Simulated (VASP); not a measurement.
# Sn (Fmmm) in VASP: single point with PBE

Aim: the single point of Sn with PBE.

Everything below comes from runs of VASP 6.6.1. Logs are shortened: lines on timing, memory, paths and dates and some standing lists are left out, and cuts for length are marked.

## Step 1: The cell of the first run

It takes space group Fmmm (No. 69, orthorhombic). The conventional cell has a = 4.217 Å, b = 5.122 Å, c = 5.145 Å, α = 90.00°, β = 90.00°, γ = 90.00°. Within 4.4 Å of Sn (site symmetry mmm) lie 14 Sn at 3.32 to 4.22 Å.

## Step 2: Single point, PBE

Input file INCAR:

```
ALGO = Fast ; EDIFF = 1E-6
ENCUT = 520 ; GGA = PE
ISIF = 2 ; ISMEAR = 0
LASPH = T ; LCHARG = F
LREAL = F ; LWAVE = F
NBANDS = 13 ; NELM = 80
PREC = Accurate ; SIGMA = 0.1
```

Input file KPOINTS:

```
k-points
0
Gamma
  20 20 20
```

Input file POSCAR:

```
Sn
1.0
    0.0000000000      2.5724085887      2.5611678609
    2.1084156735      0.0000000000      2.5611678609
    2.1084156735      2.5724085887      0.0000000000
Sn
1
Direct
    0.0000000000      0.0000000000      0.0000000000
```

Potentials or basis: VASP PAW PBE potentials, release 64 (Sn_d).

On the command line:

```
$ cat potpaw_PBE.64/Sn_d/POTCAR > POTCAR
$ mpirun -np 1 vasp_std > vasp.out
```

OUTCAR:

```text
EDIFF = 1E-6
   ENCUT = 520
   GGA = PE
   ISIF = 2
   ISMEAR = 0
   LASPH = T
   LREAL = F
   NELM = 80
   PREC = Accurate

 ion  position               nearest neighbor table
   1  0.000  0.000  0.000-

  LATTYP: Found a face centered orthorhombic cell.
 ALAT       =     4.2168313470
 B/A-ratio  =     1.2147357341
 C/A-ratio  =     1.2200670964

  Lattice vectors:

 A1 = (   0.0000000000,   2.5724085887,  -2.5611678609)
 A2 = (   2.1084156735,   2.5724085887,   0.0000000000)
 A3 = (   2.1084156735,   0.0000000000,  -2.5611678609)

Analysis of symmetry for initial positions (statically):
=====================================================================
 Subroutine PRICEL returns:
 Original cell was already a primitive cell.

 Routine SETGRP: Setting up the symmetry group for a
 face centered orthorhombic supercell.

 Subroutine GETGRP returns: Found  8 space group operations
 (whereof  8 operations were pure point group operations)
 out of a pool of  8 trial point group operations.

The static configuration has the point symmetry D_2h.

Analysis of symmetry for dynamics (positions and initial velocities):
=====================================================================
 Subroutine PRICEL returns:
 Original cell was already a primitive cell.

 Routine SETGRP: Setting up the symmetry group for a
 face centered orthorhombic supercell.

 Subroutine GETGRP returns: Found  8 space group operations
 (whereof  8 operations were pure point group operations)
 out of a pool of  8 trial point group operations.

The dynamic configuration has the point symmetry D_2h.

 Subroutine INISYM returns: Found  8 space group operations
 (whereof  8 operations are pure point group operations),
 and found     1 'primitive' translations

----------------------------------------------------------------------------------------

                                     Primitive cell

  volume of cell :      27.7820

  direct lattice vectors                    reciprocal lattice vectors
     0.000000000  2.572408589  2.561167861    -0.237144889  0.194370366  0.195223440
     2.108415674  0.000000000  2.561167861     0.237144889 -0.194370366  0.195223440
     2.108415674  2.572408589  0.000000000     0.237144889  0.194370366 -0.195223440

  length of vectors
     3.629995421  3.317378101  3.326064130     0.363496532  0.363496532  0.363496532

  position of ions in fractional coordinates (direct lattice)
     0.000000000  0.000000000  0.000000000

  ion indices of the primitive-cell ions
   primitive index   ion index
                 1           1

----------------------------------------------------------------------------------------

 KPOINTS: k-points

Automatic generation of k-mesh.
 Grid dimensions read from file:
 generate k-points for:   20   20   20

 Generating k-lattice:

  Cartesian coordinates                     Fractional coordinates (reciprocal lattice)
    -0.011857244  0.009718518  0.009761172     0.050000000  0.000000000  0.000000000
     0.011857244 -0.009718518  0.009761172     0.000000000  0.050000000  0.000000000
     0.011857244  0.009718518 -0.009761172     0.000000000  0.000000000  0.050000000

  Length of vectors
     0.018174827  0.018174827  0.018174827

  Shift w.r.t. Gamma in fractional coordinates (k-lattice)
     0.000000000  0.000000000  0.000000000

 Subroutine IBZKPT returns following result:
 ===========================================

 Found   1166 irreducible k-points:

 Following reciprocal coordinates:
            Coordinates               Weight
  0.000000  0.000000  0.000000      1.000000
  0.050000  0.000000  0.000000      8.000000
  0.100000 -0.000000 -0.000000      8.000000
  0.150000  0.000000  0.000000      8.000000
  0.200000 -0.000000 -0.000000      8.000000
  0.250000 -0.000000 -0.000000      8.000000
[... 16 lines left out ...]
 -0.400000  0.050000  0.000000      8.000000
 -0.350000  0.050000 -0.000000      8.000000
 [... further k-points ...]
   k-points           NKPTS =   1166   k-points in BZ     NKDIM =   1166   number of bands    NBANDS=     13
   number of dos      NEDOS =    301   number of ions     NIONS =      1
   total plane-waves  NPLWV =  21952
   dimension x,y,z NGX =    28 NGY =   28 NGZ =   28
   dimension x,y,z NGXF=    56 NGYF=   56 NGZF=   56
   ions per type =               1
   NGX,Y,Z   is equivalent  to a cutoff of  12.82, 14.03, 14.00 a.u.
   NGXF,Y,Z  is equivalent  to a cutoff of  25.65, 28.06, 27.99 a.u.
 SYSTEM =  unknown system
   PREC   = accura    normal or accurate (medium, high low for compatibility)
   ISTART =      0    job   : 0-new  1-cont  2-samecut
   ICHARG =      2    charge: 1-file 2-atom 10-const
   ISPIN  =      1    spin polarized calculation?
   LNONCOLLINEAR =      F non collinear calculations
   LSORBIT =      F    spin-orbit coupling
   LASPH  =      T    aspherical Exc in radial PAW
   ENCUT  =  520.0 eV  38.22 Ry    6.18 a.u.   6.75  6.17  6.18*2*pi/ulx,y,z
   NELM   =     80;   NELMIN=  2; NELMDL= -5     # of ELM steps
   EDIFF  = 0.1E-05   stopping-criterion for ELM
   LREAL  =      F    real-space projection
   EDIFFG = 0.1E-04   stopping-criterion for IOM
   NSW    =      0    number of steps for IOM
   IBRION =     -1    ionic relax: 0-MD 1-quasi-New 2-CG
   NFREE  =      0    steps in history (QN), initial steepest desc. (CG)
   ISIF   =      2    stress and relaxation
   ISYM   =      2    0-nonsym 1-usesym 2-fastsym
   POTIM  = 0.5000    time-step for ionic-motion
   TEBEG  =    0.0;   TEEND  =   0.0 temperature during run
   PSTRESS=    0.0 pullay stress
   NELECT =      14.0000    total number of electrons
   NUPDOWN=      -1.0000    fix difference up-down
   EMIN   =  10.00;   EMAX   =-10.00  energy-range for DOS
   EFERMI =   0.00;   METHOD = LEGACY
   ISMEAR =     0;   SIGMA  =   0.10  broadening in eV -4-tet -1-fermi 0-gaus
   EFERMI_NEDOS =   21; number of points for ismear=-14 and -15
   IALGO  =     68    algorithm
   IMIX   =      4    mixing-type and parameters
     AMIX     =   0.40;   BMIX     =  1.00
     AMIX_MAG =   1.60;   BMIX_MAG =  1.00
  volume/ion in A,a.u.               =      27.78       187.48
  Fermi-wavevector in a.u.,A,eV,Ry     =   1.302755  2.461850 23.091410  1.697171
  Thomas-Fermi vector in A             =   2.433802
   LORBIT       =      0    0 simple, 1 ext, 2 COOP (PROOUT), +10 PAW based schemes
   GGA     = PE    functional components
   LHFCALC =     F    Hartree Fock is set to
   AEXX    =    0.0000 exact exchange contribution
   IVDW    =     0    specifies the selected vdW correction
   LEPSILON=     F    determine dielectric tensor
   LRPA    =     F    only Hartree local field effects (RPA)
 non-spin polarized calculation
 RMM-DIIS sequential band-by-band and
 Gauss-broadening in eV      SIGMA  =   0.10
  energy-cutoff  :      520.00
  volume of cell :       27.78
 maximum number of plane-waves:       774
   NGX = 13   NGY = 13   NGZ = 13

 number of electron      14.0000003 magnetization

 Free energy of the ion-electron system (eV)
  ---------------------------------------------------
  ext. energy  EPLUGINS =         0.00000000
  ---------------------------------------------------
  free energy    TOTEN  =        -3.78423288 eV

  energy without entropy =       -3.78127689  energy(sigma->0) =       -3.78275488

 E-fermi :   7.8695     XC(G=0): -10.2633

 val. band max:        7.8675820786   @ k =  -0.4000   0.3000   0.3000
 cond. band min:       7.8783936681   @ k =  -0.1500   0.2500   0.1000
 fundamental gap:      0.0108115894
 Fermi energy:         7.8694669491

 k-point     1 :       0.0000    0.0000    0.0000
  band No.  band energies     occupation
      1     -13.7216      2.00000
      2     -13.7178      2.00000
      3     -13.6845      2.00000
      4     -13.6271      2.00000
      5     -13.5777      2.00000
      6      -3.1033      2.00000
      7      15.2749      0.00000
      8      15.5894      0.00000
      9      15.6115      0.00000
     10      18.9060      0.00000
     11      19.6845      0.00000
     12      19.7093      0.00000
     13      20.5021      0.00000

 k-point     2 :       0.0500    0.0000    0.0000
  band No.  band energies     occupation
      1     -13.7197      2.00000
      2     -13.7159      2.00000
      3     -13.6833      2.00000
      4     -13.6273      2.00000
      5     -13.5786      2.00000
      6      -3.0519      2.00000
      7      14.8576      0.00000
      8      15.4098      0.00000
      9      15.4360      0.00000
     10      18.4817      0.00000
     11      19.7979      0.00000
     12      20.0852      0.00000
     13      20.5877      0.00000

 k-point     3 :       0.1000   -0.0000   -0.0000
  band No.  band energies     occupation
      1     -13.7152      2.00000
      2     -13.7118      2.00000
      3     -13.6773      2.00000
      4     -13.6278      2.00000
      5     -13.5810      2.00000
      6      -2.8976      2.00000
      7      13.5945      0.00000
      8      15.0095      0.00000
      9      15.2645      0.00000
     10      18.0913      0.00000
     11      19.5969      0.00000
     12      20.0921      0.00000
     13      20.4434      0.00000

 k-point     4 :       0.1500    0.0000    0.0000
  band No.  band energies     occupation
      1     -13.7129      2.00000
      2     -13.7065      2.00000
      3     -13.6627      2.00000
      4     -13.6286      2.00000
      5     -13.5843      2.00000
      6      -2.6403      2.00000
      7      12.0631      0.00000
      8      14.4777      0.00000
      9      15.0763      0.00000
     10      17.8285      0.00000
     11      19.0409      0.00000
     12      19.5693      0.00000
     13      20.8245      0.00000

 k-point     5 :       0.2000   -0.0000   -0.0000
  band No.  band energies     occupation
      1     -13.7153      2.00000
      2     -13.6997      2.00000
      3     -13.6403      2.00000
      4     -13.6294      2.00000
      5     -13.5874      2.00000
      6      -2.2801      2.00000
      7      10.4925      0.00000
      8      13.9291      0.00000
      9      14.8500      0.00000
     10      17.6051      0.00000
     11      18.4911      0.00000
     12      19.1842      0.00000
     13      21.2840      0.00000
[... 257 lines left out ...]
 k-point    22 :      -0.4500    0.0500    0.0000
  band No.  band energies     occupation
      1     -13.7349      2.00000
      2     -13.6932      2.00000
      3     -13.6316      2.00000
      4     -13.5796      2.00000
      5     -13.5268      2.00000
      6       1.1006      2.00000
      7       3.6303      2.00000
      8      11.7691      0.00000
      9      13.5931      0.00000
     10      16.7433      0.00000
     11      17.5201      0.00000
     12      19.7101      0.00000
     13      22.4246      0.00000

 k-point    23 :      -0.4000    0.0500    0.0000
  band No.  band energies     occupation
      1     -13.7330      2.00000
      2     -13.6923      2.00000
      3     -13.6310      2.00000
      4     -13.5829      2.00000
      5     -13.5352      2.00000
      6       0.4647      2.00000
      7       4.4875      2.00000
      8      11.8370      0.00000
      9      13.6896      0.00000
     10      16.7894      0.00000
     11      17.6902      0.00000
     12      19.9000      0.00000
     13      22.3774      0.00000

 k-point    24 :      -0.3500    0.0500   -0.0000
  band No.  band energies     occupation
      1     -13.7296      2.00000
      2     -13.6909      2.00000
      3     -13.6303      2.00000
      4     -13.5876      2.00000
      5     -13.5510      2.00000
      6      -0.2670      2.00000
      7       5.6434      2.00000
      8      12.0081      0.00000
      9      13.8601      0.00000
     10      16.9115      0.00000
     11      17.9146      0.00000
     12      19.9000      0.00000
     13      22.6923      0.00000

 [... further k-points ...]

------------------------ aborting loop because EDIFF is reached ----------------------------------------

  FORCE on cell =-STRESS in cart. coord.  units (eV):
  Direction    XX          YY          ZZ          XY          YZ          ZX
  --------------------------------------------------------------------------------------
  -------------------------------------------------------------------------------------
  Total        0.0084744      0.0112831      0.0067325      0.0000000      0.0000000     -0.0000000
  in kB        0.4887149      0.6506914      0.3882577      0.0000000      0.0000000     -0.0000000
  external PRESSURE =       0.5092213 kB  Pullay stress =       0.0000000 kB

 VOLUME and BASIS-vectors are now :
 -----------------------------------------------------------------------------
  energy-cutoff  :      520.00
  volume of cell :       27.78
      direct lattice vectors                 reciprocal lattice vectors
     0.000000000  2.572408589  2.561167861    -0.237144889  0.194370366  0.195223440
     2.108415674  0.000000000  2.561167861     0.237144889 -0.194370366  0.195223440
     2.108415674  2.572408589  0.000000000     0.237144889  0.194370366 -0.195223440

 POSITION                                       TOTAL-FORCE (eV/Angst)
 -----------------------------------------------------------------------------------
      0.00000      0.00000      0.00000         0.000000     -0.000000      0.000000
 -----------------------------------------------------------------------------------
    total drift:                               -0.000000     -0.000000     -0.000000

  FREE ENERGIE OF THE ION-ELECTRON SYSTEM (eV)
  ---------------------------------------------------
  free  energy   TOTEN  =        -3.7842328820 eV

  energy  without entropy=       -3.7812768853  energy(sigma->0) =       -3.78275488
```

Run time: 3.5 min. Hardware: 1 thread of Intel Xeon Platinum 8559C (Emerald Rapids), shared host; peak memory 0.48 GiB.

Results:

| Quantity | Value |
| --- | --- |
| Free energy | -3.7842 eV |
| Pressure | 0.1 GPa |
| Band gap on the k mesh | zero (bands 7 and 8 overlap by 9.59 eV) |

Levels at points of the mesh, in eV from the Fermi level:
| k point | band 4 | band 5 | band 6 | band 7 | band 8 | band 9 | band 10 | band 11 |
| --- | --- | --- | --- | --- | --- | --- | --- | --- |
| (0.00, 0.00, 0.00) | -21.50 | -21.45 | -10.97 | 7.41 | 7.72 | 7.74 | 11.04 | 11.82 |
| (0.50, 0.00, 0.00) | -21.45 | -21.39 | -6.66 | -4.46 | 4.24 | 6.06 | 8.65 | 9.05 |
| (0.50, 0.50, 0.00) | -21.44 | -21.37 | -5.76 | -4.03 | 2.53 | 3.73 | 6.49 | 6.77 |
| (0.50, 0.00, 0.50) | -21.43 | -21.38 | -5.83 | -4.06 | 2.59 | 3.77 | 6.55 | 6.80 |
| (0.00, 0.50, 0.50) | -21.39 | -21.39 | -3.20 | -2.09 | 0.48 | 0.52 | 3.86 | 4.54 |

Caveat: spin-orbit coupling is left out, which moves the levels of the heavy elements.
